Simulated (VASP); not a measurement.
**Mo: single point with r2SCAN**

Crystal: Mo.

```xyz
1
Lattice="-1.5742 1.5742 1.5742 1.5742 -1.5742 1.5742 1.5742 1.5742 -1.5742" Properties=species:S:1:pos:R:3 pbc="T T T"
Mo    0.0000    0.0000    0.0000
```

| Item | Value |
| --- | --- |
| Program | VASP 6.6.1 |
| Task | single point |
| Functional | r2SCAN |
| Potentials or basis | VASP PAW PBE potentials, release 64 (Mo_sv) |
| Cutoff | 520 eV |
| k mesh | 10 × 10 × 10 |
| Occupations | fermi-dirac, width 0.02 eV |
| Spin | no spin polarisation |

The pressure is 1.1 GPa and the band gap on the k mesh is zero (band 7 reaches 16.76 eV, above the bottom of band 8 at 11.17 eV).

Levels at points of the mesh, in eV from the Fermi level:
| k point | band 5 | band 6 | band 7 | band 8 | band 9 | band 10 |
| --- | --- | --- | --- | --- | --- | --- |
| (0.00, 0.00, 0.00) | -7.81 | -1.56 | -1.56 | -1.56 | 1.79 | 1.79 |
| (0.50, 0.00, 0.00) | -5.74 | -3.72 | 1.45 | 1.77 | 2.47 | 4.82 |
| (0.50, 0.50, 0.50) | -5.80 | -5.80 | 4.03 | 4.03 | 4.03 | 9.35 |

It took 43 s on 1 thread of Intel Xeon 8259CL, on a shared host, peak memory 0.13 GiB.

Caveat: the PAW data sets were made with another functional, which shifts forces and pressure a little.
